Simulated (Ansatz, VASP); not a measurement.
One calculation of Li2Se, two programs

INCAR

```
PREC     = Accurate       # precision mode
ENCUT    = 750            # plane-wave cutoff, eV
EDIFF    = 1E-6           # SCF threshold, eV
ISMEAR   = 0              # smearing method
SIGMA    = 0.01           # smearing width, eV
LREAL    = F              # projectors in reciprocal space
LASPH    = T              # aspherical terms in the spheres
NELM     = 120            # most SCF steps
ALGO     = Normal         # electronic algorithm
ISIF     = 2              # what is computed and relaxed
LWAVE    = F              # write WAVECAR
LCHARG   = F              # write CHGCAR
GGA      = PE             # functional
NBANDS   = 13             # bands
GGA_COMPAT= F
```

Contents of KPOINTS:

```
Automatic mesh
0
Gamma
  6 6 6
```

File POSCAR:

```
Li2Se
1.0
    0.0000000000      3.0322296562      3.0322296562
    3.0322296562      0.0000000000      3.0322296562
    3.0322296562      3.0322296562      0.0000000000
Li Se
2 1
Direct
    0.2500000000      0.2500000000      0.2500000000
    0.7500000000      0.7500000000      0.7500000000
    0.0000000000      0.0000000000      0.0000000000
```

Input for Ansatz:

```yaml
crystal:
  lattice:
    - [0.0, 3.0322296562, 3.0322296562]
    - [3.0322296562, 0.0, 3.0322296562]
    - [3.0322296562, 3.0322296562, 0.0]
  atoms:
    - { symbol: Li, position: [0.25, 0.25, 0.25] }
    - { symbol: Li, position: [0.75, 0.75, 0.75] }
    - { symbol: Se, position: [0.0, 0.0, 0.0] }
kpoints:
  mp_grid: { grid: [6, 6, 6] }
hamiltonian:
  xc: pbe
scf:
  occupations: { method: fixed }
  n_extra_bands: 4
output:
  forces: true
  stress: true
  eigenvalues: true
```

Alike in both runs: task single point; functional PBE; k mesh 6 × 6 × 6; no spin polarisation.

|  | VASP | Ansatz |
| --- | --- | --- |
| version | VASP 6.6.1 | Ansatz 0.2.0 |
| potentials or method | VASP PAW PBE potentials, release 64 (Li_sv, Se) | plane waves, PAW |
| plane-wave cutoff (eV) | 750 | 420 |
| occupations | gaussian, width 0.01 eV | fixed |
| valence electrons in the cell | 12 | 22 |

```tsv
	VASP	Ansatz	Ansatz less VASP
gap on the k mesh at the Fermi level (eV)	3.00	3.00	+0.006
pressure (GPa)	-1.0	-0.9	+0.06
```

VASP's potentials hold 12 valence electrons a cell and Ansatz's 22, so a difference there can come from the potentials and not from the codes.
